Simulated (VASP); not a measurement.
Set up this calculation in VASP 6.6.1, as the native input.

| Item | Value |
| --- | --- |
| Task | single point |
| Functional | r2SCAN |
| Potentials or basis | VASP PAW PBE potentials, release 64 (C, Mg) |
| Cutoff | 520 eV |
| k mesh | 8 × 8 × 8 |
| Occupations | gaussian, width 0.01 eV |
| Spin | no spin polarisation |
| Dipole correction | no |
| Further INCAR settings | ALGO = Normal; EDIFF = 1e-06; NBANDS = 11 |

The system is Mg2C.

```
C Mg
1.0
     0.00000    2.69739    2.69739
     2.69739    0.00000    2.69739
     2.69739    2.69739    0.00000
C Mg
1 2
Direct
  0.00000 0.00000 0.00000
  0.25000 0.25000 0.25000
  0.75000 0.75000 0.75000
```

This cell differs from its parent crystal: strain -0.5%.

One way to write it, as run:

POSCAR

```
Mg2C
1.0
    0.0000000000      2.6973878951      2.6973878951
    2.6973878951      0.0000000000      2.6973878951
    2.6973878951      2.6973878951      0.0000000000
C Mg
1 2
Direct
    0.0000000000      0.0000000000      0.0000000000
    0.2500000000      0.2500000000      0.2500000000
    0.7500000000      0.7500000000      0.7500000000
```

INCAR.step1

```
SYSTEM = Mg2C
  PREC = Accurate
  ENCUT = 520
  ISMEAR = 0
  SIGMA = 0.01
  LREAL = .FALSE.
  LASPH = .TRUE.
  NELM = 60
  NBANDS = 11
  GGA = PE
  ALGO = Normal
  EDIFF = 1E-4
  LWAVE = .TRUE.
  LCHARG = .FALSE.
```

INCAR.step2

```
SYSTEM = Mg2C
  PREC = Accurate
  ENCUT = 520
  EDIFF = 1E-6
  ISMEAR = 0
  SIGMA = 0.01
  LREAL = .FALSE.
  LASPH = .TRUE.
  NELM = 60
  ALGO = Normal
  ISIF = 2
  LWAVE = .FALSE.
  LCHARG = .FALSE.
  METAGGA = R2SCAN
  LMIXTAU = .TRUE.
  NBANDS = 11
  ISTART = 1
```

KPOINTS

```
Automatic mesh
0
G
  8 8 8
  0 0 0
```

Potentials or basis: VASP PAW PBE potentials, release 64 (C, Mg).

Launch:

```console
$ cat potpaw_PBE.64/C/POTCAR potpaw_PBE.64/Mg/POTCAR > POTCAR
$ cp INCAR.step1 INCAR
$ mpirun -np 1 vasp_std > vasp.out
$ cp INCAR.step2 INCAR
$ mpirun -np 1 vasp_std > vasp.out
```

Results of the run:

```yaml
Pressure: 1.1 GPa
Band_gap_on_the_k_mesh: 1.11 eV, indirect (least direct gap 2.06 eV)
```

Caveat: the cell differs from its parent crystal (strain -0.5%); the PAW data sets were made with another functional, which shifts forces and pressure a little.

It took 28 s on 1 thread of AMD EPYC 9R45 96-Core Processor (Zen 5), on a shared host, peak memory 0.14 GiB.
